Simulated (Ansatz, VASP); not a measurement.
# HfN in VASP and in Ansatz

```
Hf N
1.0
     3.09714    0.00000    0.00000
    -1.54857    2.68220    0.00000
     0.00000    0.00000    5.34387
Hf N
2 2
Cartesian
  1.5486 0.8941 4.0079
  0.0000 1.7881 1.3360
  0.0000 0.0000 0.0000
  0.0000 0.0000 2.6719
```

Change from the starting cell: strain -0.015 along x and y, -0.015 along z, atoms carried along.

Alike in both runs: task single point; functional r2SCAN; k mesh 18 × 18 × 10; occupations gaussian, width 0.15 eV; no spin polarisation.

|  | VASP | Ansatz |
| --- | --- | --- |
| version | VASP 6.6.1 | Ansatz 0.2.0 |
| potentials or method | VASP PAW PBE potentials, release 64 (Hf_pv, N), cutoff 520 eV | scalar-relativistic, plane waves, PAW |
| valence electrons in the cell | 30 | 62 |

```csv
,VASP,Ansatz,Ansatz less VASP
gap on the k mesh at the Fermi level (eV),none,none,-
pressure (GPa),11.1,13.7,+2.64
"traceless stress, the component that is largest in VASP (GPa)",0.26,0.19,-0.071
```

VASP's potentials were made for PBE, not for r2SCAN. A gap of «none» marks a metal or a gap that the smearing closes. VASP's potentials hold 30 valence electrons a cell and Ansatz's 62, so a difference there can come from the potentials and not from the codes.

Spin-orbit coupling is off throughout.
